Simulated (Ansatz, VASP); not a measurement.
Two plane-wave programs on Rh

```
Rh
1.0
     0.00000    1.80647    1.85401
     1.80647    0.00000    1.85401
     1.80647    1.80647    0.00000
Rh
1
Direct
  0.00000 0.00000 0.00000
```

Change from the starting cell: strain -0.050 along x and y, -0.025 along z, atoms carried along.

Alike in both runs: task single point; functional PBE; k mesh 22 × 22 × 22; occupations gaussian, width 0.15 eV; no spin polarisation.

|  | VASP | Ansatz |
| --- | --- | --- |
| version | VASP 6.6.1 | Ansatz 0.2.0 |
| potentials or method | VASP PAW PBE potentials, release 64 (Rh_pv), cutoff 520 eV | scalar-relativistic, plane waves, PAW |
| valence electrons in the cell | 15 | 17 |

VASP gave:

```
gap on the k mesh at the Fermi level (eV)                     : none
pressure (GPa)                                                : 56.5
traceless stress, the component that is largest in VASP (GPa) : -6.22
```

**Question.** Which values does Ansatz return?

**Answer.** gap on the k mesh at the Fermi level (eV): none; pressure (GPa): 56.4; traceless stress, the component that is largest in VASP (GPa): -6.22.

A gap of «none» marks a metal or a gap that the smearing closes. Both programs put the cell under a high pressure, so it lies far from rest at this level. VASP's potentials hold 15 valence electrons a cell and Ansatz's 17, so a difference there can come from the potentials and not from the codes.
